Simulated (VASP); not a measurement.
Wanted: the native input for a VASP 6.6.1 run.

```
Task                   : single point
Functional             : LDA
Potentials or basis    : VASP PAW PBE potentials, release 64 (Lu, Si)
Cutoff                 : 520 eV
k mesh                 : 10 × 10 × 8
Occupations            : fermi-dirac, width 0.05 eV
Spin                   : no spin polarisation
Dipole correction      : no
Further INCAR settings : ALGO = Normal; EDIFF = 1e-06; NBANDS = 24
```

The structure of LuSi2 lies in POSCAR:

```
LuSi2
1.0
    4.0217223447      0.0000000000      0.0000000000
   -2.0108611723      3.4829137175      0.0000000000
    0.0000000000      0.0000000000      3.6550271676
Lu Si
1 2
Direct
    0.0000000000      0.0000000000      0.0000000000
    0.3333333333      0.6666666667      0.5000000000
    0.6666666667      0.3333333333      0.5000000000
```

One way to write it, as run:

INCAR

```
SYSTEM = LuSi2
ALGO = Normal ; EDIFF = 1E-6
ENCUT = 520 ; GGA = CA
ISIF = 2 ; ISMEAR = -1
LASPH = .True. ; LCHARG = .False.
LREAL = .False. ; LWAVE = .False.
NBANDS = 24 ; NELM = 100
PREC = Accurate ; SIGMA = 0.05
```

KPOINTS

```
k-points
0
Gamma
  10 10 8
  0 0 0
```

Potentials or basis: VASP PAW PBE potentials, release 64 (Lu, Si).

Command:

```bash
$ cat potpaw_PBE.64/Lu/POTCAR potpaw_PBE.64/Si/POTCAR > POTCAR
$ mpirun -np 1 vasp_std > vasp.out
```

Results of the run:

```
Pressure : 1.0 GPa
```

Caveat: the PAW data sets were made with another functional, which shifts forces and pressure a little.

It took 32 s on 1 thread of Intel(R) Xeon(R) 6975P-C (Granite Rapids), on a shared host, peak memory 0.21 GiB.
